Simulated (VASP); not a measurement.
# PbF2 (I4/mmm) in VASP: notebook

Runs on PbF2. Level: PBE+D3(BJ). Tasks: single point.

Program: VASP 6.6.1. These are calculated values, not measurements. Logs are shortened: lines on timing, memory, paths and dates and some standing lists are left out, and cuts for length are marked.

## (1) The cell of the first run

The structure is tetragonal, space group I4/mmm (No. 139). Conventional cell: a = 4.137 Å, b = 4.137 Å, c = 5.762 Å, α = 90.00°, β = 90.00°, γ = 90.00°. Pb (site symmetry 4/mmm) has 8 F at 2.52 Å within 3.3 Å. Within 3.3 Å of F (site symmetry -4m2) lie 4 Pb at 2.52 Å and 6 F at 2.88 to 2.93 Å.

## (2) Single point, PBE+D3(BJ) (strain -0.015 along x and y, -0.030 along z)

INCAR

```
SYSTEM = PbF2
ALGO = Normal
EDIFF = 1E-6
ENCUT = 520
GGA = PE
ISIF = 2
ISMEAR = 0
IVDW = 12
LASPH = .True.
LCHARG = .False.
LREAL = .False.
LWAVE = .False.
NBANDS = 21
NELM = 60
PREC = Accurate
SIGMA = 0.05
```

KPOINTS

```
k-points
0
Gamma
  8 8 8
  0 0 0
```

POSCAR

```
PbF2
1.0
    0.0000000000      2.9253022500      2.8807545000
    2.9253022500      0.0000000000      2.8807545000
    2.9253022500      2.9253022500      0.0000000000
Pb F
1 2
Direct
    0.0000000000      0.0000000000      0.0000000000
    0.2500000000      0.2500000000      0.2500000000
    0.7500000000      0.7500000000      0.7500000000
```

Potentials or basis: VASP PAW PBE potentials, release 64 (Pb_d, F).

Run with:

```
$ cat potpaw_PBE.64/Pb_d/POTCAR potpaw_PBE.64/F/POTCAR > POTCAR
$ mpirun -np 1 vasp_std > vasp.out
```

OUTCAR:

```text
SYSTEM = PbF2
   EDIFF = 1E-6
   ENCUT = 520
   GGA = PE
   ISIF = 2
   ISMEAR = 0
   IVDW = 12
   LASPH = .True.
   LREAL = .False.
   NELM = 60
   PREC = Accurate
 IVDW          = 12

 ion  position               nearest neighbor table
   1  0.000  0.000  0.000-   3 2.52   3 2.52   3 2.52   2 2.52   3 2.52   2 2.52   2 2.52   2 2.52

   2  0.250  0.250  0.250-   1 2.52   1 2.52   1 2.52   1 2.52
   3  0.750  0.750  0.750-   1 2.52   1 2.52   1 2.52   1 2.52

  LATTYP: Found a body centered tetragonal cell.
 ALAT       =     4.1370021160
 C/A-ratio  =     1.3926773152

  Lattice vectors:

 A1 = (   0.0000000000,  -2.9253022500,  -2.8807545000)
 A2 = (   0.0000000000,   2.9253022500,  -2.8807545000)
 A3 = (   2.9253022500,   0.0000000000,   2.8807545000)

Analysis of symmetry for initial positions (statically):
=====================================================================
 Subroutine PRICEL returns:
 Original cell was already a primitive cell.

 Routine SETGRP: Setting up the symmetry group for a
 body centered tetragonal supercell.

 Subroutine GETGRP returns: Found 16 space group operations
 (whereof 16 operations were pure point group operations)
 out of a pool of 16 trial point group operations.

The static configuration has the point symmetry D_4h.

Analysis of symmetry for dynamics (positions and initial velocities):
=====================================================================
 Subroutine PRICEL returns:
 Original cell was already a primitive cell.

 Routine SETGRP: Setting up the symmetry group for a
 body centered tetragonal supercell.

 Subroutine GETGRP returns: Found 16 space group operations
 (whereof 16 operations were pure point group operations)
 out of a pool of 16 trial point group operations.

The dynamic configuration has the point symmetry D_4h.

 Subroutine INISYM returns: Found 16 space group operations
 (whereof 16 operations are pure point group operations),
 and found     1 'primitive' translations

----------------------------------------------------------------------------------------

                                     Primitive cell

  volume of cell :      49.3035

  direct lattice vectors                    reciprocal lattice vectors
     0.000000000  2.925302250  2.880754500    -0.170922509  0.170922509  0.173565641
     2.925302250  0.000000000  2.880754500     0.170922509 -0.170922509  0.173565641
     2.925302250  2.925302250  0.000000000     0.170922509  0.170922509 -0.173565641

  length of vectors
     4.105622942  4.105622942  4.137002116     0.297580308  0.297580308  0.297580308

  position of ions in fractional coordinates (direct lattice)
     0.000000000  0.000000000  0.000000000
     0.250000000  0.250000000  0.250000000
     0.750000000  0.750000000  0.750000000

  ion indices of the primitive-cell ions
   primitive index   ion index
                 1           1
                 2           2
                 3           3

----------------------------------------------------------------------------------------

 KPOINTS: k-points

Automatic generation of k-mesh.
 Grid dimensions read from file:
 generate k-points for:    8    8    8

 Generating k-lattice:

  Cartesian coordinates                     Fractional coordinates (reciprocal lattice)
    -0.021365314  0.021365314  0.021695705     0.125000000 -0.000000000  0.000000000
     0.021365314 -0.021365314  0.021695705    -0.000000000  0.125000000  0.000000000
     0.021365314  0.021365314 -0.021695705     0.000000000  0.000000000  0.125000000

  Length of vectors
     0.037197538  0.037197538  0.037197538

  Shift w.r.t. Gamma in fractional coordinates (k-lattice)
     0.000000000  0.000000000  0.000000000

 Subroutine IBZKPT returns following result:
 ===========================================

 Found     59 irreducible k-points:

 Following reciprocal coordinates:
            Coordinates               Weight
  0.000000  0.000000  0.000000      1.000000
  0.125000  0.000000  0.000000      8.000000
  0.250000  0.000000  0.000000      8.000000
  0.375000  0.000000  0.000000      8.000000
  0.500000  0.000000  0.000000      4.000000
  0.125000  0.125000  0.000000      2.000000
[... 16 lines left out ...]
  0.250000  0.000000  0.125000     16.000000
  0.375000  0.000000  0.125000     16.000000
 [... further k-points ...]
   k-points           NKPTS =     59   k-points in BZ     NKDIM =     59   number of bands    NBANDS=     21
   number of dos      NEDOS =    301   number of ions     NIONS =      3
   total plane-waves  NPLWV =  32768
   dimension x,y,z NGX =    32 NGY =   32 NGZ =   32
   dimension x,y,z NGXF=    64 NGYF=   64 NGZF=   64
   ions per type =               1   2
   NGX,Y,Z   is equivalent  to a cutoff of  12.96, 12.96, 12.86 a.u.
   NGXF,Y,Z  is equivalent  to a cutoff of  25.92, 25.92, 25.72 a.u.
 SYSTEM =  PbF2
   PREC   = accura    normal or accurate (medium, high low for compatibility)
   ISTART =      0    job   : 0-new  1-cont  2-samecut
   ICHARG =      2    charge: 1-file 2-atom 10-const
   ISPIN  =      1    spin polarized calculation?
   LNONCOLLINEAR =      F non collinear calculations
   LSORBIT =      F    spin-orbit coupling
   LASPH  =      T    aspherical Exc in radial PAW
   ENCUT  =  520.0 eV  38.22 Ry    6.18 a.u.   7.63  7.63  7.69*2*pi/ulx,y,z
   NELM   =     60;   NELMIN=  2; NELMDL= -5     # of ELM steps
   EDIFF  = 0.1E-05   stopping-criterion for ELM
   LREAL  =      F    real-space projection
   EDIFFG = 0.1E-04   stopping-criterion for IOM
   NSW    =      0    number of steps for IOM
   IBRION =     -1    ionic relax: 0-MD 1-quasi-New 2-CG
   NFREE  =      0    steps in history (QN), initial steepest desc. (CG)
   ISIF   =      2    stress and relaxation
   ISYM   =      2    0-nonsym 1-usesym 2-fastsym
   POTIM  = 0.5000    time-step for ionic-motion
   TEBEG  =    0.0;   TEEND  =   0.0 temperature during run
   PSTRESS=    0.0 pullay stress
   NELECT =      28.0000    total number of electrons
   NUPDOWN=      -1.0000    fix difference up-down
   EMIN   =  10.00;   EMAX   =-10.00  energy-range for DOS
   EFERMI =   0.00;   METHOD = LEGACY
   ISMEAR =     0;   SIGMA  =   0.05  broadening in eV -4-tet -1-fermi 0-gaus
   EFERMI_NEDOS =   21; number of points for ismear=-14 and -15
   IALGO  =     38    algorithm
   IMIX   =      4    mixing-type and parameters
     AMIX     =   0.40;   BMIX     =  1.00
     AMIX_MAG =   1.60;   BMIX_MAG =  1.00
  volume/ion in A,a.u.               =      16.43       110.91
  Fermi-wavevector in a.u.,A,eV,Ry     =   1.355715  2.561929 25.006991  1.837962
  Thomas-Fermi vector in A             =   2.482779
   LORBIT       =      0    0 simple, 1 ext, 2 COOP (PROOUT), +10 PAW based schemes
   GGA     = PE    functional components
   LHFCALC =     F    Hartree Fock is set to
   AEXX    =    0.0000 exact exchange contribution
   IVDW    =    12    specifies the selected vdW correction
   LEPSILON=     F    determine dielectric tensor
   LRPA    =     F    only Hartree local field effects (RPA)
 non-spin polarized calculation
 Gauss-broadening in eV      SIGMA  =   0.05
  energy-cutoff  :      520.00
  volume of cell :       49.30
 maximum number of plane-waves:      1355
   NGX = 15   NGY = 15   NGZ = 15

 number of electron      27.9999985 magnetization

 Free energy of the ion-electron system (eV)
  ---------------------------------------------------
  ext. energy  EPLUGINS =         0.00000000
  ---------------------------------------------------
  free energy    TOTEN  =       -14.24492145 eV

  energy without entropy =      -14.24492145  energy(sigma->0) =      -14.24492145

 E-fermi :   2.8726     XC(G=0):  -9.6815

 val. band max:        2.6261960206   @ k =  -0.2500   0.2500   0.5000
 cond. band min:       6.9586205981   @ k =   0.5000   0.5000   0.0000
 fundamental gap:      4.3324245775
 Fermi energy:         2.8725679514

 k-point     1 :       0.0000    0.0000    0.0000
  band No.  band energies     occupation
      1     -18.9776      2.00000
      2     -18.2547      2.00000
      3     -11.9378      2.00000
      4     -11.9378      2.00000
      5     -11.9265      2.00000
      6     -11.8525      2.00000
[... 13 lines left out ...]
     20      18.0038      0.00000
     21      20.3596      0.00000

 k-point     2 :       0.1250    0.0000    0.0000
  band No.  band energies     occupation
      1     -18.9425      2.00000
      2     -18.2865      2.00000
      3     -11.9296      2.00000
      4     -11.9232      2.00000
      5     -11.8927      2.00000
      6     -11.8529      2.00000
[... 13 lines left out ...]
     20      17.5541      0.00000
     21      19.7382      0.00000

 k-point     3 :       0.2500    0.0000    0.0000
  band No.  band energies     occupation
      1     -18.8504      2.00000
      2     -18.3695      2.00000
      3     -11.9155      2.00000
      4     -11.9093      2.00000
      5     -11.8474      2.00000
      6     -11.8422      2.00000
[... 13 lines left out ...]
     20      16.9441      0.00000
     21      18.5064      0.00000

 k-point     4 :       0.3750    0.0000    0.0000
  band No.  band energies     occupation
      1     -18.7324      2.00000
      2     -18.4748      2.00000
      3     -11.9109      2.00000
      4     -11.9063      2.00000
      5     -11.8313      2.00000
      6     -11.8263      2.00000
[... 13 lines left out ...]
     20      16.5940      0.00000
     21      17.5139      0.00000

 k-point     5 :       0.5000    0.0000    0.0000
  band No.  band energies     occupation
      1     -18.6445      2.00000
      2     -18.5566      2.00000
      3     -11.9111      2.00000
      4     -11.9073      2.00000
      5     -11.8224      2.00000
      6     -11.8174      2.00000
[... 13 lines left out ...]
     20      16.4929      0.00000
     21      17.1516      0.00000
[... 382 lines left out ...]
     20      19.1615      0.00000
     21      19.9707      0.00000

 k-point    22 :       0.1250    0.0000    0.1250
  band No.  band energies     occupation
      1     -18.9324      2.00000
      2     -18.2951      2.00000
      3     -11.9213      2.00000
      4     -11.9115      2.00000
      5     -11.8928      2.00000
      6     -11.8561      2.00000
[... 13 lines left out ...]
     20      18.0603      0.00000
     21      19.7727      0.00000

 k-point    23 :       0.2500    0.0000    0.1250
  band No.  band energies     occupation
      1     -18.8624      2.00000
      2     -18.3574      2.00000
      3     -11.9047      2.00000
      4     -11.8978      2.00000
      5     -11.8582      2.00000
      6     -11.8406      2.00000
[... 13 lines left out ...]
     20      17.7507      0.00000
     21      19.3216      0.00000

 k-point    24 :       0.3750    0.0000    0.1250
  band No.  band energies     occupation
      1     -18.7573      2.00000
      2     -18.4493      2.00000
      3     -11.8962      2.00000
      4     -11.8927      2.00000
      5     -11.8414      2.00000
      6     -11.8272      2.00000
[... 13 lines left out ...]
     20      17.6515      0.00000
     21      18.4933      0.00000

 [... further k-points ...]

------------------------ aborting loop because EDIFF is reached ----------------------------------------

 Edisp (eV)   -0.48568

 E8    (eV) :    -0.2087

  FORCE on cell =-STRESS in cart. coord.  units (eV):
  Direction    XX          YY          ZZ          XY          YZ          ZX
  --------------------------------------------------------------------------------------
  -------------------------------------------------------------------------------------
  Total       1.71044     1.71044     1.94182     0.00000    -0.00000     0.00000
  in kB      55.58270    55.58270    63.10189     0.00000    -0.00000     0.00000
  external pressure =       58.09 kB  Pullay stress =        0.00 kB

 VOLUME and BASIS-vectors are now :
 -----------------------------------------------------------------------------
  energy-cutoff  :      520.00
  volume of cell :       49.30
      direct lattice vectors                 reciprocal lattice vectors
     0.000000000  2.925302250  2.880754500    -0.170922509  0.170922509  0.173565641
     2.925302250  0.000000000  2.880754500     0.170922509 -0.170922509  0.173565641
     2.925302250  2.925302250  0.000000000     0.170922509  0.170922509 -0.173565641

 POSITION                                       TOTAL-FORCE (eV/Angst)
 -----------------------------------------------------------------------------------
      0.00000      0.00000      0.00000        -0.000000     -0.000000     -0.000000
      1.46265      1.46265      1.44038         0.000000      0.000000     -0.000000
      4.38795      4.38795      4.32113        -0.000000     -0.000000      0.000000
 -----------------------------------------------------------------------------------
    total drift:                                0.000000     -0.000000      0.000000

  FREE ENERGIE OF THE ION-ELECTRON SYSTEM (eV)
  ---------------------------------------------------
  free  energy   TOTEN  =       -14.7306021424 eV

  energy  without entropy=      -14.7306021424  energy(sigma->0) =      -14.73060214
```

Wall time 34 s (1 thread of Intel Xeon Platinum 8559C (Emerald Rapids), shared host); peak memory 0.21 GiB.

Results:

| Item | Value |
| --- | --- |
| Free energy | -14.7306 eV |
| Pressure | 5.8 GPa |
| Band gap on the k mesh | 4.33 eV, indirect (least direct gap 4.54 eV) |
| Dispersion energy per atom | -0.162 eV |

Stress tensor (GPa, compression positive):
```
5.56 0.00 0.00
0.00 5.56 0.00
0.00 0.00 6.31
```

Caveat: the cell differs from its parent crystal (strain -0.015 along x and y, -0.030 along z); spin-orbit coupling is left out, which moves the levels of the heavy elements.

## (3) Single point, PBE+D3(BJ) (strain -0.030 along x and y, +0.015 along z)

INCAR

```
  PREC = Accurate
  ENCUT = 520
  EDIFF = 1E-6
  ISMEAR = 0
  SIGMA = 0.05
  LREAL = False
  LASPH = True
  NELM = 80
  ALGO = Normal
  ISIF = 2
  LWAVE = False
  LCHARG = True
  GGA = PE
  IVDW = 12
  LELF = True
  LVHAR = True
  NBANDS = 21
```

KPOINTS

```
regular mesh
0
Gamma
  8 8 8
```

POSCAR

```
PbF2
1.0
    0.0000000000      2.8807545000      3.0143977500
    2.8807545000      0.0000000000      3.0143977500
    2.8807545000      2.8807545000      0.0000000000
Pb F
1 2
Direct
    0.0000000000      0.0000000000      0.0000000000
    0.2500000000      0.2500000000      0.2500000000
    0.7500000000      0.7500000000      0.7500000000
```

Potentials or basis: VASP PAW PBE potentials, release 64 (Pb_d, F).

Run with:

```
$ cat potpaw_PBE.64/Pb_d/POTCAR potpaw_PBE.64/F/POTCAR > POTCAR
$ mpirun -np 1 vasp_std > vasp.out
```

Run time: 36 s. Hardware: 1 thread of Intel Xeon Platinum 8559C (Emerald Rapids), shared host; peak memory 0.22 GiB.

Results (log left out):

- Free energy: -14.7457 eV
- Pressure: 4.3 GPa
- Band gap on the k mesh: 4.28 eV, indirect (least direct gap 4.50 eV)
- Dispersion energy per atom: -0.160 eV

Stress tensor (GPa, compression positive):
```
5.11 0.00 0.00
0.00 5.11 0.00
0.00 0.00 2.82
```

Levels at points of the mesh, in eV from the valence-band top:
| k point | band 11 | band 12 | band 13 | band 14 | band 15 | band 16 | band 17 | band 18 |
| --- | --- | --- | --- | --- | --- | --- | --- | --- |
| (0.00, 0.00, 0.00) | -2.73 | -2.50 | -2.18 | -2.18 | 6.68 | 6.68 | 6.90 | 10.68 |
| (0.50, 0.00, 0.00) | -2.97 | -2.48 | -2.42 | -0.12 | 4.92 | 7.69 | 7.77 | 13.22 |
| (0.50, 0.50, 0.00) | -1.98 | -1.78 | -1.78 | -0.05 | 4.45 | 8.01 | 8.01 | 8.79 |
| (0.50, 0.00, 0.50) | -1.97 | -1.77 | -1.74 | -0.30 | 4.28 | 7.76 | 8.13 | 8.81 |

Caveat: the cell differs from its parent crystal (strain -0.030 along x and y, +0.015 along z); spin-orbit coupling is left out, which moves the levels of the heavy elements.

[end of part 1 of 2]
